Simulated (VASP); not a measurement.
# MoRh (P-6m2) in VASP: single point with LDA

Aim: the single point of MoRh with LDA.

All numbers are computed with VASP 6.6.1; they aren't measurements. Logs are shortened: lines on timing, memory, paths and dates and some standing lists are left out, and cuts for length are marked.

**1. The cell of the first run**

Symmetry: P-6m2, No. 187, hexagonal system. Conventional cell: a = 2.734 Å, b = 2.734 Å, c = 4.340 Å, α = 90.00°, β = 90.00°, γ = 120.00°. Mo (site symmetry -6m2) has 6 Rh at 2.68 Å and 6 Mo at 2.73 Å within 3.5 Å. Within 3.5 Å of Rh (site symmetry -6m2) lie 6 Mo at 2.68 Å and 6 Rh at 2.73 Å.

**2. Single point, LDA**

INCAR

```
PREC     = Accurate       # precision mode
ENCUT    = 620            # plane-wave cutoff, eV
EDIFF    = 1E-6           # SCF threshold, eV
ISMEAR   = -1             # smearing method
SIGMA    = 0.1            # smearing width, eV
LREAL    = False          # projectors in reciprocal space
LASPH    = True           # aspherical terms in the spheres
NELM     = 120            # most SCF steps
ALGO     = Normal         # electronic algorithm
ISIF     = 2              # what is computed and relaxed
LWAVE    = False          # write WAVECAR
LCHARG   = False          # write CHGCAR
GGA      = CA             # functional
NBANDS   = 22             # bands
GGA_COMPAT= False
```

KPOINTS

```
Automatic mesh
0
Gamma
  8 8 5
```

POSCAR

```
MoRh
1.0
    2.7343373080     -0.0000002824      0.0000000000
   -1.3671684095      2.3680057124      0.0000000000
    0.0000000000      0.0000000000      4.3403859505
Mo Rh
1 1
Direct
    0.0000000000      0.0000000000      0.5000000000
    0.3333333333      0.6666666667      0.0000000000
```

Potentials or basis: VASP PAW LDA potentials, release 64 (Mo_sv, Rh_sv_GW).

The run is started by

```console
> cat potpaw_LDA.64/Mo_sv/POTCAR potpaw_LDA.64/Rh_sv_GW/POTCAR > POTCAR
> mpirun -np 1 vasp_std > vasp.out
```

OUTCAR:

```text
PREC = Accurate
   ENCUT = 620
   EDIFF = 1E-6
   ISMEAR = -1
   LREAL = False
   LASPH = True
   NELM = 120
   ISIF = 2
   GGA = CA

 ion  position               nearest neighbor table
   1  0.000  0.000  0.500-   2 2.68   2 2.68   2 2.68   2 2.68   2 2.68   2 2.68
   2  0.333  0.667  0.000-   1 2.68   1 2.68   1 2.68   1 2.68   1 2.68   1 2.68

  LATTYP: Found a hexagonal cell.
 ALAT       =     2.7343373080
 C/A-ratio  =     1.5873630286

  Lattice vectors:

 A1 = (   2.7343373080,  -0.0000002824,   0.0000000000)
 A2 = (  -1.3671684095,   2.3680057124,   0.0000000000)
 A3 = (   0.0000000000,   0.0000000000,   4.3403859505)

Analysis of symmetry for initial positions (statically):
=====================================================================
 Subroutine PRICEL returns:
 Original cell was already a primitive cell.

 Routine SETGRP: Setting up the symmetry group for a
 hexagonal supercell.

 Subroutine GETGRP returns: Found 12 space group operations
 (whereof 12 operations were pure point group operations)
 out of a pool of 24 trial point group operations.

The static configuration has the point symmetry D_3h.

Analysis of symmetry for dynamics (positions and initial velocities):
=====================================================================
 Subroutine PRICEL returns:
 Original cell was already a primitive cell.

 Routine SETGRP: Setting up the symmetry group for a
 hexagonal supercell.

 Subroutine GETGRP returns: Found 12 space group operations
 (whereof 12 operations were pure point group operations)
 out of a pool of 24 trial point group operations.

The dynamic configuration has the point symmetry D_3h.

 Subroutine INISYM returns: Found 12 space group operations
 (whereof 12 operations are pure point group operations),
 and found     1 'primitive' translations

----------------------------------------------------------------------------------------

                                     Primitive cell

  volume of cell :      28.1037

  direct lattice vectors                    reciprocal lattice vectors
     2.734337308 -0.000000282  0.000000000     0.365719349  0.211148114  0.000000000
[... 73 lines left out ...]
   ions per type =               1   1
   NGX,Y,Z   is equivalent  to a cutoff of  14.59, 14.59, 13.79 a.u.
   NGXF,Y,Z  is equivalent  to a cutoff of  29.18, 29.18, 27.58 a.u.
 SYSTEM =  unknown system
   PREC   = accura    normal or accurate (medium, high low for compatibility)
   ISTART =      0    job   : 0-new  1-cont  2-samecut
   ICHARG =      2    charge: 1-file 2-atom 10-const
   ISPIN  =      1    spin polarized calculation?
   LNONCOLLINEAR =      F non collinear calculations
   LSORBIT =      F    spin-orbit coupling
   LASPH  =      T    aspherical Exc in radial PAW
   ENCUT  =  620.0 eV  45.57 Ry    6.75 a.u.   5.55  5.55  8.81*2*pi/ulx,y,z
   NELM   =    120;   NELMIN=  2; NELMDL= -5     # of ELM steps
   EDIFF  = 0.1E-05   stopping-criterion for ELM
   LREAL  =      F    real-space projection
   EDIFFG = 0.1E-04   stopping-criterion for IOM
   NSW    =      0    number of steps for IOM
   IBRION =     -1    ionic relax: 0-MD 1-quasi-New 2-CG
   NFREE  =      0    steps in history (QN), initial steepest desc. (CG)
   ISIF   =      2    stress and relaxation
   ISYM   =      2    0-nonsym 1-usesym 2-fastsym
   POTIM  = 0.5000    time-step for ionic-motion
   TEBEG  =    0.0;   TEEND  =   0.0 temperature during run
   PSTRESS=    0.0 pullay stress
   NELECT =      31.0000    total number of electrons
   NUPDOWN=      -1.0000    fix difference up-down
   EMIN   =  10.00;   EMAX   =-10.00  energy-range for DOS
   EFERMI =   0.00;   METHOD = LEGACY
   ISMEAR =    -1;   SIGMA  =   0.10  broadening in eV -4-tet -1-fermi 0-gaus
   EFERMI_NEDOS =   21; number of points for ismear=-14 and -15
   IALGO  =     38    algorithm
   IMIX   =      4    mixing-type and parameters
     AMIX     =   0.40;   BMIX     =  1.00
     AMIX_MAG =   1.60;   BMIX_MAG =  1.00
  volume/ion in A,a.u.               =      14.05        94.83
  Fermi-wavevector in a.u.,A,eV,Ry     =   1.691509  3.196489 38.929031  2.861203
  Thomas-Fermi vector in A             =   2.773263
   LORBIT       =      0    0 simple, 1 ext, 2 COOP (PROOUT), +10 PAW based schemes
   GGA     = CA    functional components
   LHFCALC =     F    Hartree Fock is set to
   AEXX    =    0.0000 exact exchange contribution
   IVDW    =     0    specifies the selected vdW correction
   LEPSILON=     F    determine dielectric tensor
   LRPA    =     F    only Hartree local field effects (RPA)
 non-spin polarized calculation
  energy-cutoff  :      620.00
  volume of cell :       28.10
 maximum number of plane-waves:      1014
 NGX is ok and might be reduce to    24
   NGX = 11   NGY = 11   NGZ = 17

 number of electron      31.0000001 magnetization

 Free energy of the ion-electron system (eV)
  ---------------------------------------------------
  ext. energy  EPLUGINS =         0.00000000
  ---------------------------------------------------
  free energy    TOTEN  =       -20.23129356 eV

  energy without entropy =      -20.16461431  energy(sigma->0) =      -20.19795394

 E-fermi :  12.1436     XC(G=0): -14.2452

 val. band max:       12.0992229987   @ k =   0.1250   0.0000   0.0000
 cond. band min:      12.1881139845   @ k =   0.1250   0.0000   0.0000
 fundamental gap:      0.0888909858
 Fermi energy:        12.1436086603

 k-point     1 :       0.0000    0.0000    0.0000
  band No.  band energies     occupation
      1     -66.1670      2.00000
      2     -48.4270      2.00000
      3     -34.4369      2.00000
      4     -33.9863      2.00000
      5     -33.9863      2.00000
      6     -22.7564      2.00000
[... 589 lines left out ...]
     21      23.8033      0.00000
     22      26.1184      0.00000

 [... further k-points ...]
[... 5 lines left out ...]
  --------------------------------------------------------------------------------------
  -------------------------------------------------------------------------------------
  Total        0.1671131      0.1671131      0.1564213     -0.0000000      0.0000000     -0.0000000
  in kB        9.5270398      9.5270398      8.9175063     -0.0000000      0.0000000     -0.0000000
  external PRESSURE =       9.3238620 kB  Pullay stress =       0.0000000 kB

 VOLUME and BASIS-vectors are now :
 -----------------------------------------------------------------------------
  energy-cutoff  :      620.00
  volume of cell :       28.10
      direct lattice vectors                 reciprocal lattice vectors
     2.734337308 -0.000000282  0.000000000     0.365719349  0.211148114  0.000000000
    -1.367168410  2.368005712  0.000000000     0.000000044  0.422296304  0.000000000
     0.000000000  0.000000000  4.340385950     0.000000000  0.000000000  0.230394258

 POSITION                                       TOTAL-FORCE (eV/Angst)
 -----------------------------------------------------------------------------------
      0.00000      0.00000      2.17019         0.000000      0.000000      0.000000
      0.00000      1.57867      0.00000        -0.000000     -0.000000      0.000000
 -----------------------------------------------------------------------------------
    total drift:                                0.000001     -0.000000     -0.000000

  FREE ENERGIE OF THE ION-ELECTRON SYSTEM (eV)
  ---------------------------------------------------
  free  energy   TOTEN  =       -20.2312935603 eV

  energy  without entropy=      -20.1646143104  energy(sigma->0) =      -20.19795394
```

OSZICAR:

```text
N       E                     dE             d eps       ncg     rms          rms(c)
DAV:   1     0.509892387744E+03    0.50989E+03   -0.20970E+04  1320   0.183E+03
DAV:   2     0.830958975390E+01   -0.50158E+03   -0.47627E+03  1366   0.765E+02
DAV:   3    -0.231149178868E+02   -0.31425E+02   -0.28946E+02  1860   0.176E+02
DAV:   4    -0.242302410620E+02   -0.11153E+01   -0.11138E+01  1580   0.373E+01
DAV:   5    -0.242675404302E+02   -0.37299E-01   -0.37290E-01  1956   0.630E+00    0.625E+01
DAV:   6    -0.289133912993E+02   -0.46459E+01   -0.54983E+01  1954   0.962E+01    0.442E+01
DAV:   7    -0.204661112691E+02    0.84473E+01   -0.22376E+01  1904   0.670E+01    0.234E+01
DAV:   8    -0.202406803628E+02    0.22543E+00   -0.82604E-01  1740   0.103E+01    0.297E+00
DAV:   9    -0.202330743142E+02    0.76060E-02   -0.71818E-02  1940   0.298E+00    0.132E+00
DAV:  10    -0.202370763545E+02   -0.40020E-02   -0.26727E-02  2124   0.202E+00    0.749E-01
DAV:  11    -0.202319852761E+02    0.50911E-02   -0.20350E-02  1878   0.170E+00    0.271E-01
DAV:  12    -0.202312962634E+02    0.68901E-03   -0.10952E-03  1906   0.451E-01    0.682E-02
DAV:  13    -0.202313008555E+02   -0.45921E-05   -0.57346E-05  1828   0.763E-02    0.343E-02
DAV:  14    -0.202312942638E+02    0.65917E-05   -0.81129E-06  1650   0.339E-02    0.846E-03
DAV:  15    -0.202312935603E+02    0.70356E-06   -0.18041E-06  1030   0.182E-02
   1 F= -.20231294E+02 E0= -.20197954E+02  d E =-.666792E-01
```

stdout:

```text
POSCAR found type information on POSCAR MoRh
 POSCAR found :  2 types and       2 ions
 scaLAPACK will be used
 LDA part: xc-table for (Slater(with rela. corr.)+CA(PZ))
 , standard interpolation
 POSCAR, INCAR and KPOINTS ok, starting setup
 FFT: planning ... GRIDC
 FFT: planning ... GRID_SOFT
 FFT: planning ... GRID
 WAVECAR not read
 entering main loop
```

It took 22 s on 1 thread of Intel Xeon Platinum 8488C (Sapphire Rapids), shared host; peak memory 0.17 GiB.

Results:

- Free energy: -20.2313 eV
- Pressure: 0.9 GPa
- Band gap on the k mesh: zero (an odd number of electrons rules out a gap without spin polarisation)

The gap in the log of VASP goes by the Fermi energy; the results here count the filled bands.